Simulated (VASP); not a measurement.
Write the native input for VASP 6.6.1 that does the following.

| Quantity | Value |
| --- | --- |
| Task | single point |
| Functional | PBE |
| Potentials or basis | VASP PAW PBE potentials, release 64 (Li_sv) |
| Cutoff | 520 eV |
| k mesh | 18 × 18 × 18 |
| Occupations | gaussian, width 0.05 eV |
| Spin | no spin polarisation |
| Dipole correction | no |
| Further INCAR settings | ALGO = Normal; EDIFF = 1e-06; NBANDS = 8 |

The structure of Li lies in POSCAR:

```
Li
1.0
    0.0000000000      2.1023207653      2.1023207653
    2.1023207653      0.0000000000      2.1023207653
    2.1023207653      2.1023207653      0.0000000000
Li
1
Direct
    0.0000000000      0.0000000000      0.0000000000
```

This isn't the form of Li at room conditions, which is bcc.

These files were run (other wordings do the same):

INCAR

```
ALGO     = Normal         # electronic algorithm
EDIFF    = 1E-6           # SCF threshold, eV
ENCUT    = 520            # plane-wave cutoff, eV
GGA      = PE             # functional
ISIF     = 2              # what is computed and relaxed
ISMEAR   = 0              # smearing method
LASPH    = True           # aspherical terms in the spheres
LCHARG   = False          # write CHGCAR
LREAL    = False          # projectors in reciprocal space
LWAVE    = False          # write WAVECAR
NBANDS   = 8              # bands
NELM     = 80             # most SCF steps
PREC     = Accurate       # precision mode
SIGMA    = 0.05           # smearing width, eV
```

KPOINTS

```
k-points
0
Gamma
  18 18 18
```

Potentials or basis: VASP PAW PBE potentials, release 64 (Li_sv).

The run is started by

```sh
$ cat potpaw_PBE.64/Li_sv/POTCAR > POTCAR
$ mpirun -np 1 vasp_std > vasp.out
```

Results of the run:

```json
{
 "Band gap on the k mesh": "zero (an odd number of electrons rules out a gap without spin polarisation)"
}
```

It took 21 s on 1 thread of Intel Xeon 8259CL, on a shared host, peak memory 0.14 GiB.
